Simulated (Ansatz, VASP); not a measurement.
## Two plane-wave programs on HfO2

File INCAR:

```
PREC     = Accurate       # precision mode
ENCUT    = 520            # plane-wave cutoff, eV
EDIFF    = 1E-6           # SCF threshold, eV
ISMEAR   = 0              # smearing method
SIGMA    = 0.05           # smearing width, eV
LREAL    = F              # projectors in reciprocal space
LASPH    = T              # aspherical terms in the spheres
NELM     = 80             # most SCF steps
ALGO     = Normal         # electronic algorithm
ISIF     = 2              # what is computed and relaxed
LWAVE    = F              # write WAVECAR
LCHARG   = F              # write CHGCAR
GGA      = PE             # functional
NBANDS   = 56             # bands
```

Contents of KPOINTS:

```
Automatic mesh
0
Gamma
  6 6 6
```

Contents of POSCAR:

```
HfO2
1.0
    5.0976115520      0.0000000000      0.0000000000
    0.0000000000     -5.0976115520      0.0000000000
    0.0000000000      0.0000000000     -5.0976115520
Hf O
4 8
Direct
    0.0000000000      0.1094630288      0.1094630288
    0.5000000000      0.5000000000      0.0000000000
    0.5000000000      0.0000000000      0.5000000000
    0.0000000000      0.5000000000      0.5000000000
    0.2500000000      0.2500000000      0.2500000000
    0.7500000000      0.7500000000      0.2500000000
    0.7500000000      0.2500000000      0.7500000000
    0.2500000000      0.7500000000      0.7500000000
    0.7500000000      0.7500000000      0.7500000000
    0.2500000000      0.2500000000      0.7500000000
    0.2500000000      0.7500000000      0.2500000000
    0.7500000000      0.2500000000      0.2500000000
```

Input for Ansatz:

```yaml
crystal:
  lattice:
    - [5.097611552, 0.0, 0.0]
    - [0.0, -5.097611552, 0.0]
    - [0.0, 0.0, -5.097611552]
  atoms:
    - { symbol: Hf, position: [0.0, 0.1094630288, 0.1094630288] }
    - { symbol: Hf, position: [0.5, 0.5, 0.0] }
    - { symbol: Hf, position: [0.5, 0.0, 0.5] }
    - { symbol: Hf, position: [0.0, 0.5, 0.5] }
    - { symbol: O, position: [0.25, 0.25, 0.25] }
    - { symbol: O, position: [0.75, 0.75, 0.25] }
    - { symbol: O, position: [0.75, 0.25, 0.75] }
    - { symbol: O, position: [0.25, 0.75, 0.75] }
    - { symbol: O, position: [0.75, 0.75, 0.75] }
    - { symbol: O, position: [0.25, 0.25, 0.75] }
    - { symbol: O, position: [0.25, 0.75, 0.25] }
    - { symbol: O, position: [0.75, 0.25, 0.25] }
basis:
  ecutwfc: 420
kpoints:
  mp_grid: { grid: [6, 6, 6] }
hamiltonian:
  xc: pbe
scf:
  occupations: { method: gaussian, width: 0.05 }
output:
  forces: true
  stress: true
  eigenvalues: true
```

Alike in both runs: task single point; functional PBE; k mesh 6 × 6 × 6; occupations gaussian, width 0.05 eV; no spin polarisation.

|  | VASP | Ansatz |
| --- | --- | --- |
| version | VASP 6.6.1 | Ansatz 0.2.0 |
| potentials or method | VASP PAW PBE potentials, release 64 (Hf_pv, O), cutoff 520 eV | scalar-relativistic, plane waves, PAW |
| valence electrons in the cell | 88 | 152 |

VASP gave:

| Property | Result |
| --- | --- |
| gap on the k mesh at the Fermi level (eV) | 1.72 |
| least direct gap on the mesh (eV) | 1.74 |
| pressure (GPa) | 22.8 |
| traceless stress, the component that is largest in VASP (GPa) | 18.46 |
| rms of the force components (eV/Å) | 6.673 |

Problem. Estimate Ansatz's values.

Solution. gap on the k mesh at the Fermi level (eV): 1.77; least direct gap on the mesh (eV): 1.80; pressure (GPa): 25.2; traceless stress, the component that is largest in VASP (GPa): 18.00; rms of the force components (eV/Å): 6.509.

Atom by atom the forces differ by 0.175 eV/Å (rms over components). The functional is the same, so the differences come from potentials, cutoffs and numerics. VASP's potentials hold 88 valence electrons a cell and Ansatz's 152, so a difference there can come from the potentials and not from the codes.

Neither program's run includes spin-orbit coupling.
